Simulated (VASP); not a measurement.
Mg, 1 atom in the cell. It takes space group Pm-3m (No. 221, cubic). The conventional cell has a = 3.021 Å, b = 3.021 Å, c = 3.021 Å, α = 90.00°, β = 90.00°, γ = 90.00°. Mg (site symmetry m-3m) has 6 Mg at 3.02 Å within 4.0 Å. 

| Item | Value |
| --- | --- |
| Program | VASP 6.6.1 |
| Task | single point |
| Functional | PBE |
| Potentials or basis | VASP PAW PBE potentials, release 64 (Mg) |
| Cutoff | 520 eV |
| k mesh | 11 × 11 × 11 |
| Occupations | fermi-dirac, width 0.1 eV |
| Spin | no spin polarisation |
| Dipole correction | no |
| Further INCAR settings | ALGO = Normal; EDIFF = 1e-06; NBANDS = 7 |

Potentials or basis: VASP PAW PBE potentials, release 64 (Mg).

Launch:

```console
$ cat potpaw_PBE.64/Mg/POTCAR > POTCAR
$ mpirun -np 1 vasp_std > vasp.out
```

Hardware: 1 thread of Intel(R) Xeon(R) Platinum 8488C (Sapphire Rapids), with other jobs on the host.

Task: How long does it take, and how much memory?

Result: It took 3.9 s on 1 thread of Intel(R) Xeon(R) Platinum 8488C (Sapphire Rapids) (shared host), peak memory 0.13 GiB. Counts: scf iterations 9, k points 56.
